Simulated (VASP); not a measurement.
OsO:

```
Os O
1.0
     0.00000    2.26694    2.26694
     2.26694    0.00000    2.26694
     2.26694    2.26694    0.00000
Os O
1 1
Direct
  0.00000 0.00000 0.00000
  0.75000 0.75000 0.75000
```

- Program: VASP 6.6.1
- Task: relaxation of cell and atoms
- Functional: PBE
- Potentials or basis: VASP PAW PBE potentials, release 64 (Os_sv_GW, O)
- Cutoff: 700 eV
- k mesh: 6 × 6 × 6
- Occupations: gaussian, width 0.1 eV
- Spin: no spin polarisation

At the start: pressure 19.9 GPa; volume 11.65 Å³/atom.

Q: How do energy, volume and symmetry change on relaxing?

A: Over 4 steps the energy falls by 48.9 meV/atom and the volume is 12.50 Å³/atom (+7.3 %); space group F-43m (No. 216, to 0.1 Å) before and after.

The path:
```csv
step,energy change (eV),largest force (eV/Å),pressure (GPa),volume (Å³)
1,0.0000,0.0000,19.92,23.30
2,0.1897,0.0000,-22.78,28.53
3,-0.0977,0.0000,-0.71,25.06
4,-0.0978,0.0000,-0.08,25.00
```

Final structure:
```
Os O
1.0
     0.00000    2.32070    2.32070
     2.32070    0.00000    2.32070
     2.32070    2.32070    0.00000
Os O
1 1
Direct
  0.00000 0.00000 0.00000
  0.75000 0.75000 0.75000
```
